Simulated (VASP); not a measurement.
AgCl, 2 atoms in the cell. Symmetry: R3m, No. 160, trigonal system. Conventional cell: a = 4.280 Å, b = 4.280 Å, c = 10.518 Å, α = 90.00°, β = 90.00°, γ = 120.00°. Ag (site symmetry 3m) has 4 Cl at 2.62 Å within 3.5 Å. Within 3.5 Å of Cl (site symmetry 3m) lie 4 Ag at 2.62 Å. 

| Quantity | Value |
| --- | --- |
| Program | VASP 6.6.1 |
| Task | relaxation of cell and atoms |
| Functional | PBE |
| Potentials or basis | VASP PAW PBE potentials, release 64 (Ag, Cl) |
| Cutoff | 600 eV |
| k mesh | 12 × 12 × 12 |
| Occupations | gaussian, width 0.02 eV |
| Spin | no spin polarisation |
| Dipole correction | no |
| Further INCAR settings | ALGO = Normal; EDIFF = 1e-06; IBRION = 2; EDIFFG = -0.01; NSW = 100; ISIF = 3 |

Potentials or basis: VASP PAW PBE potentials, release 64 (Ag, Cl).

Run with:

```console
$ cat potpaw_PBE.64/Ag/POTCAR potpaw_PBE.64/Cl/POTCAR > POTCAR
$ mpirun -np 1 vasp_std > vasp.out
```

Hardware: 1 thread of Intel(R) Xeon(R) Platinum 8488C (Sapphire Rapids), with other jobs on the host.

Estimate the wall time of this run.

It took 6.7 min on 1 thread of Intel(R) Xeon(R) Platinum 8488C (Sapphire Rapids), on a shared host, peak memory 0.35 GiB. Counts: scf iterations 29, k points 189, ion steps 4.
